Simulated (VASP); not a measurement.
**RbCl: single point with PBE**

Crystal: RbCl.

```
CELL_PARAMETERS angstrom
0.00000 3.28488 3.28488
3.28488 0.00000 3.28488
3.28488 3.28488 0.00000
ATOMIC_POSITIONS crystal
Rb 0.50000 0.50000 0.50000
Cl 0.00000 0.00000 0.00000
```

```yaml
Program: VASP 6.6.1
Task: single point
Functional: PBE
Potentials_or_basis: VASP PAW PBE potentials, release 64 (Rb_sv, Cl)
Cutoff: 500 eV
k_mesh: 6 × 6 × 6
Occupations: gaussian, width 0.05 eV
Spin: no spin polarisation
Dipole_correction: no
Further_INCAR_settings: ALGO = Normal; EDIFF = 1e-06; NBANDS = 15
```

* Pressure: 1.0 GPa
* Band gap on the k mesh: 5.01 eV

Levels at points of the mesh, in eV from the valence-band top:
```
           k point  band 4  band 5  band 6  band 7  band 8  band 9  band 10  band 11  band 12  band 13
(0.00, 0.00, 0.00)   -7.96   -7.96    0.00    0.00    0.00    5.01     8.00     8.00     8.00     8.98
(0.50, 0.00, 0.00)   -7.97   -7.93   -0.87   -0.34   -0.34    7.77     7.99    10.17    10.17    11.39
(0.50, 0.50, 0.00)   -8.06   -8.06   -0.32   -0.10   -0.10    6.20     8.09     9.74    10.08    10.42
```

Run time: 17 s on 1 thread of Intel(R) Xeon(R) Platinum 8488C (Sapphire Rapids), with other jobs on the host, peak memory 0.2 GiB.
